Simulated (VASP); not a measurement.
# LaTe4 (R3m) in VASP: a series of runs

Runs on LaTe4. Level: PBE. Tasks: single point, relaxation of cell and atoms.

Program: VASP 6.6.1. These are calculated values, not measurements. Logs are shortened: lines on timing, memory, paths and dates and some standing lists are left out, and cuts for length are marked.

### Step 1. The cell of the first run

It takes space group R3m (No. 160, trigonal). The conventional cell has a = 8.254 Å, b = 8.254 Å, c = 13.037 Å, α = 90.00°, β = 90.00°, γ = 120.00°. La (site symmetry 3m) has 7 Te at 3.19 to 3.29 Å within 4.2 Å. Te (site symmetry m) has 3 Te at 2.90 to 3.71 Å and 2 La at 3.19 to 3.29 Å within 3.8 Å. Te (site symmetry 3m) has 3 Te at 2.90 Å and 1 La at 3.20 Å within 3.8 Å.

### Step 2. Single point, PBE

INCAR

```
SYSTEM = LaTe4
  PREC = Accurate
  ENCUT = 520
  EDIFF = 1E-6
  ISMEAR = 0
  SIGMA = 0.1
  LREAL = .False.
  LASPH = .True.
  NELM = 60
  ALGO = Normal
  ISIF = 2
  LWAVE = .False.
  LCHARG = .False.
  GGA = PE
  NBANDS = 26
```

KPOINTS

```
Automatic mesh
0
Gamma
  6 6 6
  0 0 0
```

POSCAR

```
LaTe4
1.0
    4.1268827343      2.3826568575      4.3455168213
   -4.1268827343      2.3826568575      4.3455168213
    0.0000000000     -4.7653137151      4.3455168213
La Te
1 4
Direct
    0.0740842806      0.0740842806      0.0740842806
    0.0419069441      0.5929606858      0.0419069441
    0.0419069441      0.0419069441      0.5929606858
    0.5929606858      0.0419069441      0.0419069441
    0.3197879653      0.3197879653      0.3197879653
```

Potentials or basis: VASP PAW PBE potentials, release 64 (La, Te).

The run is started by

```
cat potpaw_PBE.64/La/POTCAR potpaw_PBE.64/Te/POTCAR > POTCAR
mpirun -np 1 vasp_std > vasp.out
```

OUTCAR:

```text
SYSTEM = LaTe4
   PREC = Accurate
   ENCUT = 520
   EDIFF = 1E-6
   ISMEAR = 0
   LREAL = .False.
   LASPH = .True.
   NELM = 60
   ISIF = 2
   GGA = PE

 ion  position               nearest neighbor table
   1  0.074  0.074  0.074-   2 3.19   4 3.19   3 3.19   5 3.20   3 3.29   2 3.29   4 3.29
   2  0.042  0.593  0.042-   5 2.90   1 3.19   1 3.29
   3  0.042  0.042  0.593-   5 2.90   1 3.19   1 3.29
   4  0.593  0.042  0.042-   5 2.90   1 3.19   1 3.29
   5  0.320  0.320  0.320-   3 2.90   2 2.90   4 2.90   1 3.20

  LATTYP: Found a trigonal (rhomboedric) cell.
 ALAT       =     6.4491651590
 COS(alpha) =     0.1810313929

  Lattice vectors:

 A1 = (   4.1268827343,   2.3826568575,   4.3455168213)
 A2 = (  -4.1268827343,   2.3826568575,   4.3455168213)
 A3 = (   0.0000000000,  -4.7653137151,   4.3455168213)

Analysis of symmetry for initial positions (statically):
=====================================================================
 Subroutine PRICEL returns:
 Original cell was already a primitive cell.

 Routine SETGRP: Setting up the symmetry group for a
 trigonal (rhombohedral) supercell.

 Subroutine GETGRP returns: Found  6 space group operations
 (whereof  6 operations were pure point group operations)
 out of a pool of 12 trial point group operations.

The static configuration has the point symmetry C_3v.

Analysis of symmetry for dynamics (positions and initial velocities):
=====================================================================
 Subroutine PRICEL returns:
 Original cell was already a primitive cell.

 Routine SETGRP: Setting up the symmetry group for a
 trigonal (rhombohedral) supercell.

 Subroutine GETGRP returns: Found  6 space group operations
 (whereof  6 operations were pure point group operations)
 out of a pool of 12 trial point group operations.

The dynamic configuration has the point symmetry C_3v.

 Subroutine INISYM returns: Found  6 space group operations
 (whereof  6 operations are pure point group operations),
 and found     1 'primitive' translations

----------------------------------------------------------------------------------------

                                     Primitive cell

  volume of cell :     256.3754

  direct lattice vectors                    reciprocal lattice vectors
     4.126882734  2.382656857  4.345516821     0.121156823  0.069949924  0.076707408
    -4.126882734  2.382656857  4.345516821    -0.121156823  0.069949924  0.076707408
     0.000000000 -4.765313715  4.345516821     0.000000000 -0.139899848  0.076707408

  length of vectors
     6.449165159  6.449165159  6.449165159     0.159549347  0.159549347  0.159549347

  position of ions in fractional coordinates (direct lattice)
     0.074084281  0.074084281  0.074084281
     0.041906944  0.592960686  0.041906944
     0.041906944  0.041906944  0.592960686
     0.592960686  0.041906944  0.041906944
     0.319787965  0.319787965  0.319787965

  ion indices of the primitive-cell ions
   primitive index   ion index
                 1           1
                 2           2
                 3           3
                 4           4
                 5           5

----------------------------------------------------------------------------------------

 KPOINTS: Automatic mesh

Automatic generation of k-mesh.
 Grid dimensions read from file:
 generate k-points for:    6    6    6

 Generating k-lattice:

  Cartesian coordinates                     Fractional coordinates (reciprocal lattice)
     0.020192804  0.011658321  0.012784568     0.166666667  0.000000000  0.000000000
    -0.020192804  0.011658321  0.012784568     0.000000000  0.166666667  0.000000000
     0.000000000 -0.023316641  0.012784568     0.000000000  0.000000000  0.166666667

  Length of vectors
     0.026591558  0.026591558  0.026591558

  Shift w.r.t. Gamma in fractional coordinates (k-lattice)
     0.000000000  0.000000000  0.000000000

 Subroutine IBZKPT returns following result:
 ===========================================

 Found     32 irreducible k-points:

 Following reciprocal coordinates:
            Coordinates               Weight
  0.000000  0.000000  0.000000      1.000000
  0.166667  0.000000  0.000000      6.000000
  0.333333  0.000000  0.000000      6.000000
  0.500000 -0.000000  0.000000      3.000000
  0.166667  0.166667  0.000000      6.000000
  0.333333  0.166667  0.000000     12.000000
[... 16 lines left out ...]
  0.500000  0.500000  0.166667      6.000000
 -0.333333  0.500000  0.166667     12.000000
 [... further k-points ...]
   k-points           NKPTS =     32   k-points in BZ     NKDIM =     32   number of bands    NBANDS=     26
   number of dos      NEDOS =    301   number of ions     NIONS =      5
   total plane-waves  NPLWV = 110592
   dimension x,y,z NGX =    48 NGY =   48 NGZ =   48
   dimension x,y,z NGXF=    96 NGYF=   96 NGZF=   96
   ions per type =               1   4
   NGX,Y,Z   is equivalent  to a cutoff of  12.37, 12.37, 12.37 a.u.
   NGXF,Y,Z  is equivalent  to a cutoff of  24.75, 24.75, 24.75 a.u.
 SYSTEM =  LaTe4
   PREC   = accura    normal or accurate (medium, high low for compatibility)
   ISTART =      0    job   : 0-new  1-cont  2-samecut
   ICHARG =      2    charge: 1-file 2-atom 10-const
   ISPIN  =      1    spin polarized calculation?
   LNONCOLLINEAR =      F non collinear calculations
   LSORBIT =      F    spin-orbit coupling
   LASPH  =      T    aspherical Exc in radial PAW
   ENCUT  =  520.0 eV  38.22 Ry    6.18 a.u.  11.99 11.99 11.99*2*pi/ulx,y,z
   NELM   =     60;   NELMIN=  2; NELMDL= -5     # of ELM steps
   EDIFF  = 0.1E-05   stopping-criterion for ELM
   LREAL  =      F    real-space projection
   EDIFFG = 0.1E-04   stopping-criterion for IOM
   NSW    =      0    number of steps for IOM
   IBRION =     -1    ionic relax: 0-MD 1-quasi-New 2-CG
   NFREE  =      0    steps in history (QN), initial steepest desc. (CG)
   ISIF   =      2    stress and relaxation
   ISYM   =      2    0-nonsym 1-usesym 2-fastsym
   POTIM  = 0.5000    time-step for ionic-motion
   TEBEG  =    0.0;   TEEND  =   0.0 temperature during run
   PSTRESS=    0.0 pullay stress
   NELECT =      35.0000    total number of electrons
   NUPDOWN=      -1.0000    fix difference up-down
   EMIN   =  10.00;   EMAX   =-10.00  energy-range for DOS
   EFERMI =   0.00;   METHOD = LEGACY
   ISMEAR =     0;   SIGMA  =   0.10  broadening in eV -4-tet -1-fermi 0-gaus
   EFERMI_NEDOS =   21; number of points for ismear=-14 and -15
   IALGO  =     38    algorithm
   IMIX   =      4    mixing-type and parameters
     AMIX     =   0.40;   BMIX     =  1.00
     AMIX_MAG =   1.60;   BMIX_MAG =  1.00
  volume/ion in A,a.u.               =      51.28       346.02
  Fermi-wavevector in a.u.,A,eV,Ry     =   0.842957  1.592958  9.667980  0.710576
  Thomas-Fermi vector in A             =   1.957747
   LORBIT       =      0    0 simple, 1 ext, 2 COOP (PROOUT), +10 PAW based schemes
   GGA     = PE    functional components
   LHFCALC =     F    Hartree Fock is set to
   AEXX    =    0.0000 exact exchange contribution
   IVDW    =     0    specifies the selected vdW correction
   LEPSILON=     F    determine dielectric tensor
   LRPA    =     F    only Hartree local field effects (RPA)
 non-spin polarized calculation
 Gauss-broadening in eV      SIGMA  =   0.10
  energy-cutoff  :      520.00
  volume of cell :      256.38
 maximum number of plane-waves:      6945
   NGX = 23   NGY = 23   NGZ = 23

 number of electron      34.9999998 magnetization

 Free energy of the ion-electron system (eV)
  ---------------------------------------------------
  ext. energy  EPLUGINS =         0.00000000
  ---------------------------------------------------
  free energy    TOTEN  =       -20.22307453 eV

  energy without entropy =      -20.21200752  energy(sigma->0) =      -20.21754103

 E-fermi :   2.5678     XC(G=0):  -7.0537

 val. band max:        2.5490560756   @ k =   0.5000   0.3333   0.1667
 cond. band min:       2.5817925712   @ k =   0.5000   0.5000   0.1667
 fundamental gap:      0.0327364955
 Fermi energy:         2.5677841552

 k-point     1 :       0.0000    0.0000    0.0000
  band No.  band energies     occupation
      1     -30.3241      2.00000
      2     -14.2166      2.00000
      3     -14.0870      2.00000
      4     -14.0870      2.00000
      5      -9.9799      2.00000
      6      -7.9126      2.00000
[... 18 lines left out ...]
     25       4.6434      0.00000
     26       4.6439      0.00000

 k-point     2 :       0.1667    0.0000    0.0000
  band No.  band energies     occupation
      1     -30.3241      2.00000
      2     -14.2225      2.00000
      3     -14.0918      2.00000
      4     -14.0868      2.00000
      5      -9.9461      2.00000
      6      -7.9897      2.00000
[... 18 lines left out ...]
     25       4.6492      0.00000
     26       4.6662      0.00000

 k-point     3 :       0.3333    0.0000    0.0000
  band No.  band energies     occupation
      1     -30.3242      2.00000
      2     -14.2355      2.00000
      3     -14.0997      2.00000
      4     -14.0864      2.00000
      5      -9.8775      2.00000
      6      -8.1059      2.00000
[... 18 lines left out ...]
     25       4.6522      0.00000
     26       4.6656      0.00000

 k-point     4 :       0.5000   -0.0000    0.0000
  band No.  band energies     occupation
      1     -30.3242      2.00000
      2     -14.2426      2.00000
      3     -14.1030      2.00000
      4     -14.0862      2.00000
      5      -9.8427      2.00000
      6      -8.1542      2.00000
[... 18 lines left out ...]
     25       4.6551      0.00000
     26       4.6720      0.00000

 k-point     5 :       0.1667    0.1667    0.0000
  band No.  band energies     occupation
      1     -30.3241      2.00000
      2     -14.2283      2.00000
      3     -14.0942      2.00000
      4     -14.0891      2.00000
      5      -9.9209      2.00000
      6      -8.0014      2.00000
[... 18 lines left out ...]
     25       4.6323      0.00000
     26       4.6873      0.00000

 k-point     6 :       0.3333    0.1667    0.0000
  band No.  band energies     occupation
      1     -30.3242      2.00000
      2     -14.2408      2.00000
      3     -14.1019      2.00000
      4     -14.0894      2.00000
      5      -9.8565      2.00000
      6      -8.0907      2.00000
[... 427 lines left out ...]
 k-point    21 :      -0.3333    0.3333    0.1667
  band No.  band energies     occupation
      1     -30.3242      2.00000
      2     -14.2567      2.00000
      3     -14.1086      2.00000
      4     -14.0976      2.00000
      5      -9.7621      2.00000
      6      -8.1656      2.00000
[... 18 lines left out ...]
     25       4.5956      0.00000
     26       4.7157      0.00000

 k-point    22 :      -0.1667    0.3333    0.1667
  band No.  band energies     occupation
      1     -30.3242      2.00000
      2     -14.2455      2.00000
      3     -14.1030      2.00000
      4     -14.0940      2.00000
      5      -9.8138      2.00000
      6      -8.1886      2.00000
[... 18 lines left out ...]
     25       4.6099      0.00000
     26       4.6687      0.00000

 k-point    23 :       0.5000    0.5000    0.1667
  band No.  band energies     occupation
      1     -30.3242      2.00000
      2     -14.2689      2.00000
      3     -14.1152      2.00000
      4     -14.0989      2.00000
      5      -9.7231      2.00000
      6      -8.1076      2.00000
[... 18 lines left out ...]
     25       4.5959      0.00000
     26       4.7397      0.00000

 k-point    24 :      -0.3333    0.5000    0.1667
  band No.  band energies     occupation
      1     -30.3242      2.00000
      2     -14.2628      2.00000
      3     -14.1118      2.00000
      4     -14.0982      2.00000
      5      -9.7363      2.00000
      6      -8.1757      2.00000
[... 18 lines left out ...]
     25       4.5830      0.00000
     26       4.6570      0.00000

 [... further k-points ...]
[... 5 lines left out ...]
  --------------------------------------------------------------------------------------
  -------------------------------------------------------------------------------------
  Total       -0.0366883     -0.0366883     -0.0297318      0.0000000      0.0000000      0.0000000
  in kB       -0.2292776     -0.2292776     -0.1858041      0.0000000      0.0000000      0.0000000
  external PRESSURE =      -0.2147864 kB  Pullay stress =       0.0000000 kB

 VOLUME and BASIS-vectors are now :
 -----------------------------------------------------------------------------
  energy-cutoff  :      520.00
  volume of cell :      256.38
      direct lattice vectors                 reciprocal lattice vectors
     4.126882734  2.382656857  4.345516821     0.121156823  0.069949924  0.076707408
    -4.126882734  2.382656857  4.345516821    -0.121156823  0.069949924  0.076707408
     0.000000000 -4.765313715  4.345516821     0.000000000 -0.139899848  0.076707408

 POSITION                                       TOTAL-FORCE (eV/Angst)
 -----------------------------------------------------------------------------------
      0.00000     -0.00000      0.96580        -0.000000     -0.000000      0.003881
     -2.27413      1.31297      2.94094        -0.008204      0.004737      0.000102
      0.00000     -2.62594      2.94094        -0.000000     -0.009473      0.000102
      2.27413      1.31297      2.94094         0.008204      0.004737      0.000102
      0.00000     -0.00000      4.16893        -0.000000      0.000000     -0.004185
 -----------------------------------------------------------------------------------
    total drift:                                0.000000      0.000000      0.000890

  FREE ENERGIE OF THE ION-ELECTRON SYSTEM (eV)
  ---------------------------------------------------
  free  energy   TOTEN  =       -20.2230745347 eV

  energy  without entropy=      -20.2120075224  energy(sigma->0) =      -20.21754103
```

It took 1.7 min on 1 thread of Intel Xeon 6975P-C (Granite Rapids), shared host; peak memory 0.47 GiB.

Results:

```
Free energy   : -20.2231 eV
Pressure      : 0.0 GPa
Largest force : 0.009 eV/Å
```

Forces on the atoms (eV/Å):
```
La   0.000  0.000  0.004
Te  -0.008  0.005  0.000
Te   0.000 -0.009  0.000
Te   0.008  0.005  0.000
Te   0.000  0.000 -0.004
```

Caveat: spin-orbit coupling is left out, which moves the levels of the heavy elements.

### Step 3. Relaxation of cell and atoms, PBE

INCAR

```
SYSTEM = LaTe4
ALGO = Normal ; EDIFF = 1E-6
EDIFFG = -0.01 ; ENCUT = 600
GGA = PE ; IBRION = 2
ISIF = 3 ; ISMEAR = 0
LASPH = .TRUE. ; LCHARG = .FALSE.
LREAL = .FALSE. ; LWAVE = .FALSE.
NELM = 80 ; NSW = 100
PREC = Accurate ; SIGMA = 0.1
```

KPOINTS

```
k-points
0
G
  6 6 6
  0 0 0
```

POSCAR

```
LaTe4
1.0
    4.1333471120      2.3863890677      4.3376015728
   -4.1333471120      2.3863890677      4.3376015728
    0.0000000000     -4.7727781355      4.3376015728
La Te
1 4
Direct
    0.0737217293      0.0737217293      0.0737217293
    0.0421412919      0.5926054228      0.0421412919
    0.0421412919      0.0421412919      0.5926054228
    0.5926054228      0.0421412919      0.0421412919
    0.3200370840      0.3200370840      0.3200370840
```

Potentials or basis: VASP PAW PBE potentials, release 64 (La, Te).

The run is started by

```
cat potpaw_PBE.64/La/POTCAR potpaw_PBE.64/Te/POTCAR > POTCAR
mpirun -np 1 vasp_std > vasp.out
```

Wall time 12 min (1 thread of Intel Xeon 6975P-C (Granite Rapids), shared host); peak memory 0.57 GiB.

Results (log left out):

- Free energy: -20.2238 eV
- Relaxed volume: 51.15 Å³/atom
- Relaxed cell: a = 6.445 Å, b = 6.445 Å, c = 6.445 Å, α = 79.54°, β = 79.54°, γ = 79.54°
- Space group after relaxing (to 0.05 Å): R3m (No. 160)
- Energy gained by relaxing: 0.1 meV/atom
- Ionic steps: 12
- Pressure after relaxing: 0.0 GPa

Forces in eV/Å, atoms in the order of the input:
```
La   0.000  0.000 -0.001
Te  -0.001  0.000  0.001
Te   0.000 -0.001  0.001
Te   0.001  0.000  0.001
Te   0.000  0.000 -0.002
```

The path:
```tsv
step	energy change (eV)	largest force (eV/Å)	pressure (GPa)	volume (Å³)
1	0.0000	0.0273	-0.05	256.71
2	-0.0002	0.0181	0.01	256.16
3	-0.0002	0.0177	0.01	256.10
4	-0.0002	0.0194	0.03	255.96
5	-0.0002	0.0174	0.03	256.04
6	-0.0002	0.0178	0.03	256.06
7	-0.0003	0.0175	0.01	256.08
8	-0.0003	0.0191	0.00	256.09
9	-0.0004	0.0146	-0.01	256.08
10	-0.0005	0.0127	-0.02	256.03
11	-0.0005	0.0029	0.01	255.66
12	-0.0005	0.0022	0.01	255.77
```

Final structure:
```
La Te
1.0
     4.12254    2.38015    4.34440
    -4.12254    2.38015    4.34440
     0.00000   -4.76030    4.34440
La Te
1 4
Direct
  0.07431 0.07431 0.07431
  0.04153 0.59350 0.04153
  0.04153 0.04153 0.59350
  0.59350 0.04153 0.04153
  0.31979 0.31979 0.31979
```

Levels at points of the mesh, in eV from the Fermi level:
```tsv
k point	band 14	band 15	band 16	band 17	band 18	band 19	band 20	band 21
(0.00, 0.00, 0.00)	-1.62	-1.10	-0.83	-0.83	-0.29	1.10	1.10	1.42
(0.50, 0.00, 0.00)	-1.75	-1.44	-1.38	-0.56	-0.19	0.94	1.52	1.74
(0.50, 0.50, 0.00)	-2.15	-1.59	-1.50	-0.50	0.14	1.20	1.75	1.92
(0.50, 0.50, 0.50)	-2.27	-1.29	-1.29	-0.60	0.04	1.39	1.39	1.93
```

Caveat: spin-orbit coupling is left out, which moves the levels of the heavy elements.
